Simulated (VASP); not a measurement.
# Cd2S5 (P1) in VASP: further runs

Cd2S5 is run at these levels: PBE; tasks: relaxation of cell and atoms, single point.

Program: VASP 6.6.1. These are calculated values, not measurements. Logs are shortened: lines on timing, memory, paths and dates and some standing lists are left out, and cuts for length are marked.

### 1 The cell of the first run

The typed cell holds 7 atoms: a = 4.179 Å, b = 4.309 Å, c = 10.028 Å, α = 84.96°, β = 87.53°, γ = 80.29°.

### 2 Relaxation of cell and atoms, PBE

Contents of INCAR:

```
SYSTEM = Cd2S5
  ALGO = Normal
  EDIFF = 1E-6
  EDIFFG = -0.025
  ENCUT = 600
  GGA = PE
  IBRION = 2
  ISIF = 3
  ISMEAR = 0
  LASPH = .TRUE.
  LCHARG = .FALSE.
  LREAL = .FALSE.
  LWAVE = .FALSE.
  NELM = 80
  NSW = 80
  PREC = Accurate
  SIGMA = 0.1
```

Contents of KPOINTS:

```
k-points
0
G
  4 4 2
  0 0 0
```

Contents of POSCAR:

```
Cd2S5
1.0
   -3.2008775344      2.6857115475     -0.0652875245
   -3.2871851605     -2.7861642966      0.0254557780
   -0.9216119968     -0.1832715369      9.9839464122
Cd S
2 5
Direct
    0.5690340400      0.9546107523      0.8529499443
    0.0480794222      0.4386890143      0.1435633255
    0.8997577137      0.9275924718      0.2818070258
    0.1058332813      0.6678631415      0.4438895368
    0.3167569764      0.8935110682      0.5523450701
    0.0647092040      0.1177583389      0.7252544268
    0.5638293625      0.4319752129      0.0001906707
```

Potentials or basis: VASP PAW PBE potentials, release 64 (Cd, S).

Launch:

```bash
cat potpaw_PBE.64/Cd/POTCAR potpaw_PBE.64/S/POTCAR > POTCAR
mpirun -np 1 vasp_std > vasp.out
```

OUTCAR:

```text
SYSTEM = Cd2S5
   EDIFF = 1E-6
   EDIFFG = -0.025
   ENCUT = 600
   GGA = PE
   IBRION = 2
   ISIF = 3
   ISMEAR = 0
   LASPH = .TRUE.
   LREAL = .FALSE.
   NELM = 80
   NSW = 80
   PREC = Accurate

 ion  position               nearest neighbor table
   1  0.569  0.955  0.853-   6 2.48   6 2.56   7 2.59   7 2.63   5 3.28
   2  0.048  0.439  0.144-   7 2.54   7 2.54   3 2.60   3 2.65   4 3.28
   3  0.900  0.928  0.282-   4 2.03   2 2.60   2 2.65
   4  0.106  0.668  0.444-   5 1.86   3 2.03   2 3.28
   5  0.317  0.894  0.552-   4 1.86   6 2.20   1 3.28
   6  0.065  0.118  0.725-   5 2.20   1 2.48   1 2.56
   7  0.564  0.432  0.000-   2 2.54   2 2.54   1 2.59   1 2.63

  LATTYP: Found a triclinic cell.
 ALAT       =     6.4889625408
 B/A-ratio  =     0.6439961030
 C/A-ratio  =     1.5454038610
 COS(alpha) =     0.0430947202
 COS(beta)  =     0.0860620469
 COS(gamma) =     0.7560083679

  Lattice vectors:

 A1 = (   6.4880626949,   0.1004527491,   0.0398317465)
 A2 = (   3.2008775344,  -2.6857115475,   0.0652875245)
 A3 = (   0.9216119968,   0.1832715369,  -9.9839464122)

Analysis of symmetry for initial positions (statically):
=====================================================================
 Subroutine PRICEL returns:
 Original cell was already a primitive cell.

 Routine SETGRP: Setting up the symmetry group for a
 triclinic supercell.

 Subroutine GETGRP returns: Found  1 space group operations
 (whereof  1 operations were pure point group operations)
 out of a pool of  2 trial point group operations.

The static configuration has the point symmetry C_1 .

Analysis of symmetry for dynamics (positions and initial velocities):
=====================================================================
 Subroutine PRICEL returns:
 Original cell was already a primitive cell.

 Routine SETGRP: Setting up the symmetry group for a
 triclinic supercell.

 Subroutine GETGRP returns: Found  1 space group operations
 (whereof  1 operations were pure point group operations)
 out of a pool of  2 trial point group operations.

The dynamic configuration has the point symmetry C_1 .

 Subroutine INISYM returns: Found  1 space group operations
 (whereof  1 operations are pure point group operations),
 and found     1 'primitive' translations

----------------------------------------------------------------------------------------

                                     Primitive cell

  volume of cell :     177.2315

  direct lattice vectors                    reciprocal lattice vectors
    -3.200877534  2.685711547 -0.065287524    -0.156926117  0.185043978 -0.011088972
    -3.287185160 -2.786164297  0.025455778    -0.151226143 -0.180653897 -0.017275788
    -0.921611997 -0.183271537  9.983946412    -0.000640602  0.001670657  0.100132328

  length of vectors
     4.178866589  4.309169962 10.028067765     0.242878663  0.236227918  0.100148313

  position of ions in fractional coordinates (direct lattice)
     0.569034040  0.954610752  0.852949944
     0.048079422  0.438689014  0.143563325
     0.899757714  0.927592472  0.281807026
     0.105833281  0.667863141  0.443889537
     0.316756976  0.893511068  0.552345070
     0.064709204  0.117758339  0.725254427
     0.563829363  0.431975213  0.000190671

  ion indices of the primitive-cell ions
   primitive index   ion index
                 1           1
                 2           2
                 3           3
                 4           4
                 5           5
                 6           6
                 7           7

----------------------------------------------------------------------------------------

 KPOINTS: k-points

Automatic generation of k-mesh.
 Grid dimensions read from file:
 generate k-points for:    4    4    2

 Generating k-lattice:

  Cartesian coordinates                     Fractional coordinates (reciprocal lattice)
    -0.039231529  0.046260994 -0.002772243     0.250000000 -0.000000000 -0.000000000
    -0.037806536 -0.045163474 -0.004318947    -0.000000000  0.250000000  0.000000000
    -0.000320301  0.000835328  0.050066164     0.000000000 -0.000000000  0.500000000

  Length of vectors
     0.060719666  0.059056980  0.050074156

  Shift w.r.t. Gamma in fractional coordinates (k-lattice)
     0.000000000  0.000000000  0.000000000

 Subroutine IBZKPT returns following result:
 ===========================================

 Found     20 irreducible k-points:

 Following reciprocal coordinates:
            Coordinates               Weight
  0.000000  0.000000  0.000000      1.000000
  0.250000 -0.000000 -0.000000      2.000000
  0.500000 -0.000000 -0.000000      1.000000
 -0.000000  0.250000  0.000000      2.000000
  0.250000  0.250000 -0.000000      2.000000
  0.500000  0.250000 -0.000000      2.000000
[... 12 lines left out ...]
  0.250000  0.500000  0.500000      2.000000
  0.500000  0.500000  0.500000      1.000000
   k-points           NKPTS =     20   k-points in BZ     NKDIM =     20   number of bands    NBANDS=     32
   number of dos      NEDOS =    301   number of ions     NIONS =      7
   total plane-waves  NPLWV = 103680
   dimension x,y,z NGX =    36 NGY =   36 NGZ =   80
   dimension x,y,z NGXF=    72 NGYF=   72 NGZF=  160
   ions per type =               2   5
   NGX,Y,Z   is equivalent  to a cutoff of  14.32, 13.89, 13.26 a.u.
   NGXF,Y,Z  is equivalent  to a cutoff of  28.64, 27.78, 26.52 a.u.
 SYSTEM =  Cd2S5
   PREC   = accura    normal or accurate (medium, high low for compatibility)
   ISTART =      0    job   : 0-new  1-cont  2-samecut
   ICHARG =      2    charge: 1-file 2-atom 10-const
   ISPIN  =      1    spin polarized calculation?
   LNONCOLLINEAR =      F non collinear calculations
   LSORBIT =      F    spin-orbit coupling
   LASPH  =      T    aspherical Exc in radial PAW
   ENCUT  =  600.0 eV  44.10 Ry    6.64 a.u.   8.35  8.61 20.03*2*pi/ulx,y,z
   NELM   =     80;   NELMIN=  2; NELMDL= -5     # of ELM steps
   EDIFF  = 0.1E-05   stopping-criterion for ELM
   LREAL  =      F    real-space projection
   EDIFFG = -.3E-01   stopping-criterion for IOM
   NSW    =     80    number of steps for IOM
   IBRION =      2    ionic relax: 0-MD 1-quasi-New 2-CG
   NFREE  =      1    steps in history (QN), initial steepest desc. (CG)
   ISIF   =      3    stress and relaxation
   ISYM   =      2    0-nonsym 1-usesym 2-fastsym
   POTIM  = 0.5000    time-step for ionic-motion
   TEBEG  =    0.0;   TEEND  =   0.0 temperature during run
   PSTRESS=    0.0 pullay stress
   NELECT =      54.0000    total number of electrons
   NUPDOWN=      -1.0000    fix difference up-down
   EMIN   =  10.00;   EMAX   =-10.00  energy-range for DOS
   EFERMI =   0.00;   METHOD = LEGACY
   ISMEAR =     0;   SIGMA  =   0.10  broadening in eV -4-tet -1-fermi 0-gaus
   EFERMI_NEDOS =   21; number of points for ismear=-14 and -15
   IALGO  =     38    algorithm
   IMIX   =      4    mixing-type and parameters
     AMIX     =   0.40;   BMIX     =  1.00
     AMIX_MAG =   1.60;   BMIX_MAG =  1.00
  volume/ion in A,a.u.               =      25.32       170.86
  Fermi-wavevector in a.u.,A,eV,Ry     =   1.101605  2.081731 16.511118  1.213533
  Thomas-Fermi vector in A             =   2.238035
   LORBIT       =      0    0 simple, 1 ext, 2 COOP (PROOUT), +10 PAW based schemes
   GGA     = PE    functional components
   LHFCALC =     F    Hartree Fock is set to
   AEXX    =    0.0000 exact exchange contribution
   IVDW    =     0    specifies the selected vdW correction
   LEPSILON=     F    determine dielectric tensor
   LRPA    =     F    only Hartree local field effects (RPA)
 conjugate gradient relaxation of ions
 non-spin polarized calculation
 Gauss-broadening in eV      SIGMA  =   0.10
  energy-cutoff  :      600.00
  volume of cell :      177.23
 maximum number of plane-waves:      5944
 NGX is ok and might be reduce to    36
   NGX = 17   NGY = 17   NGZ = 39

--------------------------------------- Ionic step        1  -------------------------------------------

 number of electron      54.0000000 magnetization

 Free energy of the ion-electron system (eV)
  ---------------------------------------------------
  ext. energy  EPLUGINS =         0.00000000
  ---------------------------------------------------
  free energy    TOTEN  =       -23.32891086 eV

  energy without entropy =      -23.32891086  energy(sigma->0) =      -23.32891086

------------------------ aborting loop because EDIFF is reached ----------------------------------------

  FORCE on cell =-STRESS in cart. coord.  units (eV):
  Direction    XX          YY          ZZ          XY          YZ          ZX
  --------------------------------------------------------------------------------------
  -------------------------------------------------------------------------------------
  Total        4.1027927      2.7812158      5.1752239     -1.0774950      1.9139972     -3.2337009
  in kB       37.0893536     25.1422639     46.7841596     -9.7405828     17.3025849    -29.2327409
  external PRESSURE =      36.3385923 kB  Pullay stress =       0.0000000 kB
[... 104 lines left out ...]
  FREE ENERGIE OF THE ION-ELECTRON SYSTEM (eV)
  ---------------------------------------------------
  free  energy   TOTEN  =       -23.5768359660 eV

  energy  without entropy=      -23.5768359660  energy(sigma->0) =      -23.57683597

[... ionic steps 4 to 18 ...]

--------------------------------------- Ionic step       19  -------------------------------------------

 number of electron      53.9999993 magnetization

------------------------ aborting loop because EDIFF is reached ----------------------------------------

  FORCE on cell =-STRESS in cart. coord.  units (eV):
  Direction    XX          YY          ZZ          XY          YZ          ZX
  --------------------------------------------------------------------------------------
  -------------------------------------------------------------------------------------
  Total        0.0021897     -0.0233947      0.0040812      0.0379976      0.0057324     -0.0268632
  in kB        0.0193410     -0.2066370      0.0360480      0.3356200      0.0506321     -0.2372737
  external PRESSURE =      -0.0504160 kB  Pullay stress =       0.0000000 kB
[... 67 lines left out ...]
  energy  without entropy=      -23.6380614760  energy(sigma->0) =      -23.63806148

--------------------------------------- Ionic step       21  -------------------------------------------

 number of electron      53.9999994 magnetization

 Free energy of the ion-electron system (eV)
  ---------------------------------------------------
  ext. energy  EPLUGINS =         0.00000000
  ---------------------------------------------------
  free energy    TOTEN  =       -23.63823536 eV

  energy without entropy =      -23.63823536  energy(sigma->0) =      -23.63823536

 E-fermi :   2.1209     XC(G=0):  -8.6555

 val. band max:        1.6546676723   @ k =   0.0000  -0.0000   0.5000
 cond. band min:       2.6332018236   @ k =   0.0000  -0.0000   0.5000
 fundamental gap:      0.9785341513
 Fermi energy:         2.1208699902

 k-point     1 :       0.0000    0.0000    0.0000
  band No.  band energies     occupation
      1     -14.2164      2.00000
      2     -11.8682      2.00000
      3     -10.7547      2.00000
      4     -10.1651      2.00000
      5      -7.8157      2.00000
      6      -6.3994      2.00000
[... 723 lines left out ...]
  FREE ENERGIE OF THE ION-ELECTRON SYSTEM (eV)
  ---------------------------------------------------
  free  energy   TOTEN  =       -23.6382353644 eV

  energy  without entropy=      -23.6382353644  energy(sigma->0) =      -23.63823536

 reached required accuracy - stopping structural energy minimisation
```

Run time: 15 min. Hardware: 1 thread of Intel Xeon 6975P-C (Granite Rapids), shared host; peak memory 0.4 GiB.

Results:

| Quantity | Value |
| --- | --- |
| Free energy | -23.6382 eV |
| Relaxed volume | 25.91 Å³/atom |
| Relaxed cell | a = 4.239 Å, b = 4.250 Å, c = 10.232 Å, α = 85.36°, β = 85.46°, γ = 81.71° |
| Space group after relaxing (to 0.1 Å) | C2 (No. 5) |
| Energy gained by relaxing | 44.2 meV/atom |
| Ionic steps | 21 |
| Pressure after relaxing | 0.0 GPa |
| Largest force after relaxing | 0.020 eV/Å |
| Band gap on the k mesh | 0.98 eV |

Forces on the atoms (eV/Å):
```
Cd  -0.010 -0.004  0.002
Cd  -0.007 -0.011  0.001
S    0.002  0.000 -0.009
S    0.014  0.003 -0.009
S   -0.018  0.003 -0.003
S    0.015 -0.009  0.010
S    0.003  0.018  0.008
```

The path:
| step | energy change (eV) | largest force (eV/Å) | pressure (GPa) | volume (Å³) |
| --- | --- | --- | --- | --- |
| 1 | 0.0000 | 2.7554 | 3.63 | 177.23 |
| 2 | 0.0721 | 2.0601 | -3.46 | 192.23 |
| 3 | -0.2479 | 0.7061 | -0.26 | 183.46 |
| 4 | -0.2482 | 0.6666 | -0.16 | 183.27 |
| 5 | -0.2883 | 0.2105 | -0.27 | 183.52 |
| 6 | -0.2911 | 0.2684 | -0.27 | 183.60 |
| 7 | -0.2999 | 0.1593 | -0.01 | 182.55 |
| 8 | -0.3009 | 0.1356 | 0.12 | 182.06 |
| 9 | -0.3039 | 0.0968 | -0.07 | 182.28 |
| 10 | -0.3047 | 0.1463 | -0.20 | 182.46 |
| 11 | -0.3065 | 0.0611 | -0.11 | 182.17 |
| 12 | -0.3072 | 0.0685 | -0.03 | 181.90 |
| 13 | -0.3072 | 0.0704 | -0.02 | 181.88 |
| 14 | -0.3075 | 0.0633 | 0.00 | 181.78 |
| 15 | -0.3082 | 0.0485 | 0.03 | 181.48 |
| 16 | -0.3079 | 0.1293 | 0.11 | 180.88 |
| 17 | -0.3084 | 0.0758 | 0.06 | 181.27 |
| 18 | -0.3087 | 0.0513 | 0.03 | 181.32 |
| 19 | -0.3090 | 0.0337 | -0.01 | 181.39 |
| 20 | -0.3092 | 0.0266 | 0.00 | 181.39 |
| 21 | -0.3093 | 0.0201 | 0.01 | 181.40 |

Final structure:
```cif
data_structure
_symmetry_space_group_name_H-M 'P 1'
_symmetry_Int_Tables_number 1
_cell_length_a 4.2389
_cell_length_b 4.2502
_cell_length_c 10.2324
_cell_angle_alpha 85.361
_cell_angle_beta 85.459
_cell_angle_gamma 81.706
_cell_volume 181.40
loop_
_atom_site_label
_atom_site_type_symbol
_atom_site_fract_x
_atom_site_fract_y
_atom_site_fract_z
_atom_site_occupancy
Cd1 Cd 0.55807 0.94951 0.85533 1
Cd2 Cd 0.05199 0.44090 0.14471 1
S1 S 0.88338 0.93495 0.28026 1
S2 S 0.10509 0.66345 0.44419 1
S3 S 0.33658 0.89232 0.55685 1
S4 S 0.06429 0.11844 0.71912 1
S5 S 0.56861 0.43243 0.99955 1
```

Levels at points of the mesh, in eV from the valence-band top:
```tsv
k point	band 23	band 24	band 25	band 26	band 27	band 28	band 29	band 30	band 31	band 32
(0.00, 0.00, 0.00)	-1.49	-1.16	-1.03	-0.80	-0.69	1.75	1.98	2.81	3.04	3.64
(0.50, 0.00, 0.00)	-1.75	-1.30	-1.10	-0.45	-0.11	1.99	2.52	2.82	3.50	4.57
(0.00, 0.50, 0.00)	-1.74	-1.29	-1.09	-0.43	-0.11	1.99	2.52	2.81	3.51	4.56
(0.50, 0.50, 0.00)	-2.42	-1.91	-1.73	-1.02	-0.21	2.51	2.54	3.62	3.74	4.00
(0.00, 0.00, 0.50)	-1.72	-1.11	-0.87	-0.72	0.00	0.98	2.11	2.71	3.28	3.66
(0.50, 0.00, 0.50)	-1.63	-1.39	-1.09	-0.64	-0.34	2.20	2.53	2.84	3.56	4.56
(0.00, 0.50, 0.50)	-1.64	-1.38	-1.08	-0.64	-0.32	2.20	2.54	2.84	3.56	4.56
(0.50, 0.50, 0.50)	-2.34	-2.20	-1.60	-0.91	-0.34	2.51	2.92	3.31	3.93	4.15
```

A k mesh can miss the band edges.

(Part 1 of 2 ends here.)
